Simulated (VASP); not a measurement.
Input of a VASP 6.6.1 run:

File POSCAR:

```
Lu
1.0
    3.5048186286      0.0000000000      0.0000000000
   -1.7524093143      3.0352619680      0.0000000000
    0.0000000000      0.0000000000      5.4696750779
Lu
2
Direct
    0.3333333333      0.6666666667      0.2500000000
    0.6666666667      0.3333333333      0.7500000000
```

Contents of INCAR.step1:

```
PREC = Accurate
ENCUT = 520
ISMEAR = -1
SIGMA = 0.1
LREAL = F
LASPH = T
NELM = 60
NBANDS = 32
GGA = PE
ALGO = Normal
EDIFF = 1E-4
LWAVE = T
LCHARG = F
```

INCAR.step2

```
PREC = Accurate
ENCUT = 520
EDIFF = 1E-6
ISMEAR = -1
SIGMA = 0.1
LREAL = F
LASPH = T
NELM = 60
ALGO = Normal
ISIF = 2
LWAVE = F
LCHARG = T
METAGGA = R2SCAN
LMIXTAU = T
LELF = T
LVHAR = T
NBANDS = 32
ISTART = 1
```

File KPOINTS:

```
Automatic mesh
0
Gamma
  2 2 1
```

Potentials or basis: VASP PAW PBE potentials, release 64 (Lu).

The run is started by

```sh
$ cat potpaw_PBE.64/Lu/POTCAR > POTCAR
$ cp INCAR.step1 INCAR
$ mpirun -np 1 vasp_std > vasp.out
$ cp INCAR.step2 INCAR
$ mpirun -np 1 vasp_std > vasp.out
```

**Question.** What does it give for the band gap on the k mesh?

**Answer.** Zero (band 25 reaches 2.76 eV, above the bottom of band 26 at 1.73 eV).

**Question.** Estimate the pressure.

**Answer.** -9.2 GPa.

Stress tensor (GPa, compression positive):
```
-8.98  0.00  0.00
 0.00 -8.98  0.00
 0.00  0.00 -9.57
```

Caveat: the k points lie up to 1.15 Å⁻¹ apart; the PAW data sets were made with another functional, which shifts forces and pressure a little; spin-orbit coupling is left out, which moves the levels of the heavy elements.
